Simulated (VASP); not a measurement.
# ZnSe (F-43m) in VASP: further runs

The runs below take ZnSe through electric field gradients, with LDA.

Everything below comes from runs of VASP 6.6.1. Logs are shortened: lines on timing, memory, paths and dates and some standing lists are left out, and cuts for length are marked.

### 1 The cell of the first run

Symmetry: F-43m, No. 216, cubic system. Conventional cell: a = 5.724 Å, b = 5.724 Å, c = 5.724 Å, α = 90.00°, β = 90.00°, γ = 90.00°. Within 3.3 Å of Zn (site symmetry -43m) lie 4 Se at 2.48 Å. Within 3.3 Å of Se (site symmetry -43m) lie 4 Zn at 2.48 Å.

### 2 Electric field gradients, LDA (23.44 Å³/atom)

File INCAR:

```
SYSTEM = ZnSe
PREC     = Accurate       ! precision mode
ENCUT    = 520            ! plane-wave cutoff, eV
EDIFF    = 1E-8           ! SCF threshold, eV
ISMEAR   = -1             ! smearing method
SIGMA    = 0.03           ! smearing width, eV
LREAL    = .False.        ! projectors in reciprocal space
LASPH    = .True.         ! aspherical terms in the spheres
NELM     = 80             ! most SCF steps
ALGO     = Normal         ! electronic algorithm
ISIF     = 2              ! what is computed and relaxed
LWAVE    = .False.        ! write WAVECAR
LCHARG   = .False.        ! write CHGCAR
GGA      = CA             ! functional
LEFG     = .True.       
NBANDS   = 16             ! bands
```

File KPOINTS:

```
Automatic mesh
0
Gamma
  8 8 8
  0 0 0
```

File POSCAR:

```
ZnSe
1.0
    0.0000000000      2.8618592506      2.8618592506
    2.8618592506      0.0000000000      2.8618592506
    2.8618592506      2.8618592506      0.0000000000
Zn Se
1 1
Direct
    0.0000000000      0.0000000000      0.0000000000
    0.7500000000      0.7500000000      0.7500000000
```

Potentials or basis: VASP PAW LDA potentials, release 64 (Zn, Se).

Launch:

```sh
cat potpaw_LDA.64/Zn/POTCAR potpaw_LDA.64/Se/POTCAR > POTCAR
mpirun -np 1 vasp_std > vasp.out
```

OUTCAR:

```text
SYSTEM = ZnSe
   PREC = Accurate
   ENCUT = 520
   EDIFF = 1E-8
   ISMEAR = -1
   LREAL = .False.
   LASPH = .True.
   NELM = 80
   ISIF = 2
   GGA = CA

 ion  position               nearest neighbor table
   1  0.000  0.000  0.000-   2 2.48   2 2.48   2 2.48   2 2.48
   2  0.750  0.750  0.750-   1 2.48   1 2.48   1 2.48   1 2.48

  LATTYP: Found a face centered cubic cell.
 ALAT       =     5.7237185012

  Lattice vectors:

 A1 = (   0.0000000000,   2.8618592506,   2.8618592506)
 A2 = (   2.8618592506,   0.0000000000,   2.8618592506)
 A3 = (   2.8618592506,   2.8618592506,   0.0000000000)

Analysis of symmetry for initial positions (statically):
=====================================================================
 Subroutine PRICEL returns:
 Original cell was already a primitive cell.

 Routine SETGRP: Setting up the symmetry group for a
 face centered cubic supercell.

 Subroutine GETGRP returns: Found 24 space group operations
 (whereof 24 operations were pure point group operations)
 out of a pool of 48 trial point group operations.

The static configuration has the point symmetry T_d .

Analysis of symmetry for dynamics (positions and initial velocities):
=====================================================================
 Subroutine PRICEL returns:
 Original cell was already a primitive cell.

 Routine SETGRP: Setting up the symmetry group for a
 face centered cubic supercell.

 Subroutine GETGRP returns: Found 24 space group operations
 (whereof 24 operations were pure point group operations)
 out of a pool of 48 trial point group operations.

The dynamic configuration has the point symmetry T_d .

 Subroutine INISYM returns: Found 24 space group operations
 (whereof 24 operations are pure point group operations),
 and found     1 'primitive' translations

----------------------------------------------------------------------------------------

                                     Primitive cell

  volume of cell :      46.8786

  direct lattice vectors                    reciprocal lattice vectors
     0.000000000  2.861859251  2.861859251    -0.174711597  0.174711597  0.174711597
     2.861859251  0.000000000  2.861859251     0.174711597 -0.174711597  0.174711597
[... 124 lines left out ...]
 Free energy of the ion-electron system (eV)
  ---------------------------------------------------
  ext. energy  EPLUGINS =         0.00000000
  ---------------------------------------------------
  free energy    TOTEN  =        -7.31723606 eV

  energy without entropy =       -7.31723606  energy(sigma->0) =       -7.31723606

 E-fermi :   1.7450     XC(G=0):  -9.5685

 val. band max:        1.2528593585   @ k =   0.0000   0.0000   0.0000
 cond. band min:       2.2035631490   @ k =   0.0000   0.0000   0.0000
 fundamental gap:      0.9507037905
 Fermi energy:         1.7449954348

 k-point     1 :       0.0000    0.0000    0.0000
  band No.  band energies     occupation
      1     -11.8527      2.00000
      2      -5.3207      2.00000
      3      -5.3207      2.00000
      4      -5.3207      2.00000
      5      -4.9871      2.00000
      6      -4.9871      2.00000
[... 433 lines left out ...]
      3      -5.1920      2.00000
      4      -5.0147      2.00000
      5      -4.9802      2.00000
      6      -4.7885      2.00000
[... 8 lines left out ...]
     15      13.7431      0.00000
     16      14.5262      0.00000

 [... further k-points ...]

------------------------ aborting loop because EDIFF is reached ----------------------------------------

  FORCE on cell =-STRESS in cart. coord.  units (eV):
  Direction    XX          YY          ZZ          XY          YZ          ZX
  --------------------------------------------------------------------------------------
  -------------------------------------------------------------------------------------
  Total       -1.3642638     -1.3642638     -1.3642638     -0.0000000      0.0000000      0.0000000
  in kB      -46.6266394    -46.6266394    -46.6266394     -0.0000000      0.0000000      0.0000000
  external PRESSURE =     -46.6266394 kB  Pullay stress =       0.0000000 kB

 VOLUME and BASIS-vectors are now :
 -----------------------------------------------------------------------------
  energy-cutoff  :      520.00
  volume of cell :       46.88
      direct lattice vectors                 reciprocal lattice vectors
     0.000000000  2.861859251  2.861859251    -0.174711597  0.174711597  0.174711597
     2.861859251  0.000000000  2.861859251     0.174711597 -0.174711597  0.174711597
     2.861859251  2.861859251  0.000000000     0.174711597  0.174711597 -0.174711597

 POSITION                                       TOTAL-FORCE (eV/Angst)
 -----------------------------------------------------------------------------------
      0.00000      0.00000      0.00000        -0.000000     -0.000000      0.000000
      4.29279      4.29279      4.29279         0.000000      0.000000     -0.000000
 -----------------------------------------------------------------------------------
    total drift:                                0.000001      0.000001      0.000001

  FREE ENERGIE OF THE ION-ELECTRON SYSTEM (eV)
  ---------------------------------------------------
  free  energy   TOTEN  =        -7.3172360642 eV

  energy  without entropy=       -7.3172360633  energy(sigma->0) =       -7.31723606

 Electric field gradients (V/A^2)
---------------------------------------------------------------------
 ion       V_xx      V_yy      V_zz      V_xy      V_xz      V_yz
---------------------------------------------------------------------
   1       0.000    -0.000    -0.000    -0.001    -0.001    -0.001
   2      -0.000     0.000     0.000    -0.000    -0.000    -0.000
---------------------------------------------------------------------

 Electric field gradients after diagonalization (V/A^2)
 (convention: |V_zz| > |V_xx| > |V_yy|)
----------------------------------------------------------------------
 ion       V_xx      V_yy      V_zz     asymmetry (V_yy - V_xx)/ V_zz
----------------------------------------------------------------------
   1       0.001     0.001    -0.001       0.000
   2       0.000     0.000    -0.000       0.000
----------------------------------------------------------------------

           NMR quadrupolar parameters

 Cq : quadrupolar parameter    Cq=e*Q*V_zz/h
 eta: asymmetry parameters     (V_yy - V_xx)/ V_zz
 Q  : nuclear electric quadrupole moment in mb (millibarn)
----------------------------------------------------------------------
 ion       Cq(MHz)       eta       Q (mb)
----------------------------------------------------------------------
   1      -0.000       0.000       1.000
   2      -0.000       0.000       1.000
----------------------------------------------------------------------
```

Run time: 36 s. Hardware: 1 thread of Intel Xeon 8259CL, shared host; peak memory 0.16 GiB.

Results:

- Free energy: -7.3172 eV
- Pressure: -4.7 GPa
- Band gap on the k mesh: 0.95 eV
- Largest electric field gradient by atom: zero within the noise of the run

Levels at points of the mesh, in eV from the valence-band top:
```tsv
k point	band 7	band 8	band 9	band 10	band 11	band 12
(0.00, 0.00, 0.00)	0.00	0.00	0.00	0.95	5.71	5.71
(0.50, 0.00, 0.00)	-5.11	-0.83	-0.83	2.32	6.29	6.29
(0.50, 0.50, 0.00)	-4.70	-2.10	-2.10	2.87	3.32	10.30
```

Caveat: the cell stands under tension.

### 3 Electric field gradients, LDA (24.12 Å³/atom)

This run uses another cell than the first one, of 24.12 Å³/atom.

File INCAR:

```
PREC     = Accurate       # precision mode
ENCUT    = 520            # plane-wave cutoff, eV
EDIFF    = 1E-8           # SCF threshold, eV
ISMEAR   = -1             # smearing method
SIGMA    = 0.03           # smearing width, eV
LREAL    = F              # projectors in reciprocal space
LASPH    = T              # aspherical terms in the spheres
NELM     = 60             # most SCF steps
ALGO     = Normal         # electronic algorithm
ISIF     = 2              # what is computed and relaxed
LWAVE    = F              # write WAVECAR
LCHARG   = F              # write CHGCAR
GGA      = CA             # functional
LEFG     = T            
NBANDS   = 16             # bands
```

File KPOINTS:

```
Automatic mesh
0
Gamma
  8 8 8
```

File POSCAR:

```
ZnSe
1.0
    0.0000000000      2.8893788162      2.8893788162
    2.8893788162      0.0000000000      2.8893788162
    2.8893788162      2.8893788162      0.0000000000
Zn Se
1 1
Direct
    0.0000000000      0.0000000000      0.0000000000
    0.7500000000      0.7500000000      0.7500000000
```

Potentials or basis: VASP PAW LDA potentials, release 64 (Zn, Se).

Launch:

```sh
cat potpaw_LDA.64/Zn/POTCAR potpaw_LDA.64/Se/POTCAR > POTCAR
mpirun -np 1 vasp_std > vasp.out
```

OUTCAR:

```text
PREC = Accurate
   ENCUT = 520
   EDIFF = 1E-8
   ISMEAR = -1
   LREAL = F
   LASPH = T
   NELM = 60
   ISIF = 2
   GGA = CA

 ion  position               nearest neighbor table
   1  0.000  0.000  0.000-   2 2.50   2 2.50   2 2.50   2 2.50
   2  0.750  0.750  0.750-   1 2.50   1 2.50   1 2.50   1 2.50

  LATTYP: Found a face centered cubic cell.
 ALAT       =     5.7787576324

  Lattice vectors:

 A1 = (   0.0000000000,   2.8893788162,   2.8893788162)
 A2 = (   2.8893788162,   0.0000000000,   2.8893788162)
 A3 = (   2.8893788162,   2.8893788162,   0.0000000000)

[... 666 lines left out ...]
  free  energy   TOTEN  =        -7.2717688167 eV

  energy  without entropy=       -7.2717688114  energy(sigma->0) =       -7.27176881

 Electric field gradients (V/A^2)
---------------------------------------------------------------------
 ion       V_xx      V_yy      V_zz      V_xy      V_xz      V_yz
---------------------------------------------------------------------
   1      -0.000     0.000     0.000    -0.003    -0.003    -0.003
   2       0.000     0.000     0.000    -0.000    -0.000    -0.000
---------------------------------------------------------------------

 Electric field gradients after diagonalization (V/A^2)
 (convention: |V_zz| > |V_xx| > |V_yy|)
----------------------------------------------------------------------
 ion       V_xx      V_yy      V_zz     asymmetry (V_yy - V_xx)/ V_zz
----------------------------------------------------------------------
   1       0.003     0.003    -0.006       0.000
   2       0.000     0.000    -0.001       0.000
----------------------------------------------------------------------

           NMR quadrupolar parameters

 Cq : quadrupolar parameter    Cq=e*Q*V_zz/h
 eta: asymmetry parameters     (V_yy - V_xx)/ V_zz
 Q  : nuclear electric quadrupole moment in mb (millibarn)
----------------------------------------------------------------------
 ion       Cq(MHz)       eta       Q (mb)
----------------------------------------------------------------------
   1      -0.000       0.000       1.000
   2      -0.000       0.000       1.000
----------------------------------------------------------------------
```

OSZICAR:

```text
N       E                     dE             d eps       ncg     rms          rms(c)
DAV:   1     0.884381462664E+02    0.88438E+02   -0.87903E+03   928   0.128E+03
DAV:   2    -0.189914611373E+01   -0.90337E+02   -0.85066E+02  1056   0.252E+02
DAV:   3    -0.752971894625E+01   -0.56306E+01   -0.56119E+01  1136   0.618E+01
DAV:   4    -0.757764010035E+01   -0.47921E-01   -0.47915E-01  1160   0.624E+00
DAV:   5    -0.757789203918E+01   -0.25194E-03   -0.25194E-03  1160   0.394E-01    0.430E+00
DAV:   6    -0.730011601624E+01    0.27778E+00   -0.54965E-01  1384   0.232E+01    0.332E+00
DAV:   7    -0.727656623896E+01    0.23550E-01   -0.13076E-01  1088   0.344E+00    0.139E+00
DAV:   8    -0.727226789709E+01    0.42983E-02   -0.29462E-03  1400   0.625E-01    0.370E-01
DAV:   9    -0.727175546944E+01    0.51243E-03   -0.84522E-04  1080   0.231E-01    0.595E-02
DAV:  10    -0.727177080220E+01   -0.15333E-04   -0.74647E-05  1144   0.894E-02    0.132E-02
DAV:  11    -0.727176869473E+01    0.21075E-05   -0.73323E-06  1360   0.499E-02    0.314E-03
DAV:  12    -0.727176881354E+01   -0.11880E-06   -0.13757E-06  1080   0.793E-03    0.153E-03
DAV:  13    -0.727176881668E+01   -0.31434E-08   -0.51953E-08  1200   0.271E-03
   1 F= -.72717688E+01 E0= -.72717688E+01  d E =-.532368E-08
```

Run time: 38 s. Hardware: 1 thread of Intel Xeon 8259CL, shared host; peak memory 0.16 GiB.

What came out:

| Item | Value |
| --- | --- |
| Free energy | -7.2718 eV |
| Pressure | -6.0 GPa |
| Band gap on the k mesh | 0.84 eV |
| Largest electric field gradient by atom | zero within the noise of the run |

Levels at points of the mesh, in eV from the valence-band top:
```
           k point  band 7  band 8  band 9  band 10  band 11  band 12
(0.00, 0.00, 0.00)    0.00    0.00    0.00     0.84     5.71     5.71
(0.50, 0.00, 0.00)   -4.93   -0.79   -0.79     2.27     6.28     6.28
(0.50, 0.50, 0.00)   -4.58   -2.00   -2.00     2.93     3.31    10.10
```

Caveat: the cell stands under tension.

### 4 Electric field gradients, LDA (24.12 Å³/atom)

This run uses another cell than the first one, of 24.12 Å³/atom.

File INCAR:

```
PREC = Accurate ; ENCUT = 520
EDIFF = 1E-8 ; ISMEAR = -1
SIGMA = 0.03 ; LREAL = False
LASPH = True ; NELM = 100
ALGO = Normal ; ISIF = 2
LWAVE = False ; LCHARG = False
LEFG = True ; NBANDS = 16
```

KPOINTS is that of step 3.

POSCAR is that of step 3.

Potentials or basis: VASP PAW LDA potentials, release 64 (Zn, Se).

Launch:

```sh
cat potpaw_LDA.64/Zn/POTCAR potpaw_LDA.64/Se/POTCAR > POTCAR
mpirun -np 1 vasp_std > vasp.out
```

OUTCAR:

```text
PREC = Accurate
   ENCUT = 520
   EDIFF = 1E-8
   ISMEAR = -1
   LREAL = False
   LASPH = True
   NELM = 100
   ISIF = 2

 ion  position               nearest neighbor table
   1  0.000  0.000  0.000-   2 2.50   2 2.50   2 2.50   2 2.50
   2  0.750  0.750  0.750-   1 2.50   1 2.50   1 2.50   1 2.50

  LATTYP: Found a face centered cubic cell.
 ALAT       =     5.7787576324

  Lattice vectors:

 A1 = (   0.0000000000,   2.8893788162,   2.8893788162)
 A2 = (   2.8893788162,   0.0000000000,   2.8893788162)
 A3 = (   2.8893788162,   2.8893788162,   0.0000000000)

Analysis of symmetry for initial positions (statically):
=====================================================================
 Subroutine PRICEL returns:
 Original cell was already a primitive cell.

 Routine SETGRP: Setting up the symmetry group for a
 face centered cubic supercell.

 Subroutine GETGRP returns: Found 24 space group operations
 (whereof 24 operations were pure point group operations)
[... 642 lines left out ...]
      direct lattice vectors                 reciprocal lattice vectors
     0.000000000  2.889378816  2.889378816    -0.173047576  0.173047576  0.173047576
     2.889378816  0.000000000  2.889378816     0.173047576 -0.173047576  0.173047576
     2.889378816  2.889378816  0.000000000     0.173047576  0.173047576 -0.173047576

 POSITION                                       TOTAL-FORCE (eV/Angst)
 -----------------------------------------------------------------------------------
      0.00000      0.00000      0.00000        -0.000000     -0.000000     -0.000000
      4.33407      4.33407      4.33407         0.000000      0.000000      0.000000
 -----------------------------------------------------------------------------------
    total drift:                                0.000000      0.000000      0.000000

  FREE ENERGIE OF THE ION-ELECTRON SYSTEM (eV)
  ---------------------------------------------------
  free  energy   TOTEN  =        -7.2717688167 eV

  energy  without entropy=       -7.2717688114  energy(sigma->0) =       -7.27176881

 Electric field gradients (V/A^2)
---------------------------------------------------------------------
 ion       V_xx      V_yy      V_zz      V_xy      V_xz      V_yz
---------------------------------------------------------------------
   1      -0.000     0.000     0.000    -0.003    -0.003    -0.003
   2       0.000     0.000     0.000    -0.000    -0.000    -0.000
---------------------------------------------------------------------

 Electric field gradients after diagonalization (V/A^2)
 (convention: |V_zz| > |V_xx| > |V_yy|)
----------------------------------------------------------------------
 ion       V_xx      V_yy      V_zz     asymmetry (V_yy - V_xx)/ V_zz
----------------------------------------------------------------------
   1       0.003     0.003    -0.006       0.000
   2       0.000     0.000    -0.001       0.000
----------------------------------------------------------------------

           NMR quadrupolar parameters

 Cq : quadrupolar parameter    Cq=e*Q*V_zz/h
 eta: asymmetry parameters     (V_yy - V_xx)/ V_zz
 Q  : nuclear electric quadrupole moment in mb (millibarn)
----------------------------------------------------------------------
 ion       Cq(MHz)       eta       Q (mb)
----------------------------------------------------------------------
   1      -0.000       0.000       1.000
   2      -0.000       0.000       1.000
----------------------------------------------------------------------
```

OSZICAR:

```text
N       E                     dE             d eps       ncg     rms          rms(c)
DAV:   1     0.884381462664E+02    0.88438E+02   -0.87903E+03   928   0.128E+03
DAV:   2    -0.189914611373E+01   -0.90337E+02   -0.85066E+02  1056   0.252E+02
DAV:   3    -0.752971894625E+01   -0.56306E+01   -0.56119E+01  1136   0.618E+01
DAV:   4    -0.757764010035E+01   -0.47921E-01   -0.47915E-01  1160   0.624E+00
DAV:   5    -0.757789203918E+01   -0.25194E-03   -0.25194E-03  1160   0.394E-01    0.430E+00
DAV:   6    -0.730011601624E+01    0.27778E+00   -0.54965E-01  1384   0.232E+01    0.332E+00
DAV:   7    -0.727656623896E+01    0.23550E-01   -0.13076E-01  1088   0.344E+00    0.139E+00
DAV:   8    -0.727226789709E+01    0.42983E-02   -0.29462E-03  1400   0.625E-01    0.370E-01
DAV:   9    -0.727175546944E+01    0.51243E-03   -0.84522E-04  1080   0.231E-01    0.595E-02
DAV:  10    -0.727177080220E+01   -0.15333E-04   -0.74647E-05  1144   0.894E-02    0.132E-02
DAV:  11    -0.727176869473E+01    0.21075E-05   -0.73323E-06  1360   0.499E-02    0.314E-03
DAV:  12    -0.727176881354E+01   -0.11880E-06   -0.13757E-06  1080   0.793E-03    0.153E-03
DAV:  13    -0.727176881668E+01   -0.31434E-08   -0.51953E-08  1200   0.271E-03
   1 F= -.72717688E+01 E0= -.72717688E+01  d E =-.532368E-08
```

stdout:

```text
POSCAR found type information on POSCAR ZnSe
 POSCAR found :  2 types and       2 ions
 scaLAPACK will be used
 LDA part: xc-table for (Slater(with rela. corr.)+CA(PZ))
 , standard interpolation
 POSCAR, INCAR and KPOINTS ok, starting setup
 FFT: planning ... GRIDC
 FFT: planning ... GRID_SOFT
 FFT: planning ... GRID
 WAVECAR not read
 entering main loop
ion   1

ion   2
```

It took 32 s on 1 thread of Intel Xeon 8259CL, shared host; peak memory 0.16 GiB.

Results:

```yaml
Free_energy: -7.2718 eV
Pressure: -6.0 GPa
Band_gap_on_the_k_mesh: 0.84 eV
Largest_electric_field_gradient_by_atom: zero within the noise of the run
```

Caveat: the cell stands under tension.
